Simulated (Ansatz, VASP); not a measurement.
## Bi in VASP and in Ansatz

```
Bi
1.0
     2.26750    1.30914    3.93800
    -2.26750    1.30914    3.93800
     0.00000   -2.61828    3.93800
Bi
2
Direct
  0.76600 0.76600 0.76600
  0.23400 0.23400 0.23400
```

Alike in both runs: task relaxation of cell and atoms; functional PBEsol; dispersion D4; k mesh 7 × 7 × 7; occupations fermi-dirac, width 0.05 eV; no spin polarisation.

|  | VASP | Ansatz |
| --- | --- | --- |
| version | VASP 6.6.1 | Ansatz 0.2.0 |
| potentials or method | VASP PAW PBE potentials, release 64 (Bi_d) | Ansatz PAW |
| plane-wave cutoff (eV) | 600 | 420 |
| valence electrons in the cell | 30 | 30 |

```tsv
	VASP	Ansatz	Ansatz less VASP
gap on the k mesh at the Fermi level, each at its own relaxed structure (eV)	0.21	0.21	+0.003
relaxed volume (Å³/atom)	33.26	33.25	-0.005
relaxed cell length with the largest relative difference (Å)	4.595	4.593	-0.0025
```

VASP's potentials were made for PBE, not for PBEsol.

Neither program's run includes spin-orbit coupling. Noted on Ansatz's run: odd divisions of the mesh miss points on the zone boundary, where band edges often lie, so the gap on the mesh can be too wide; the plane-wave basis is chosen anew once the cell has moved, so the energies of steps on either side of that aren't comparable.
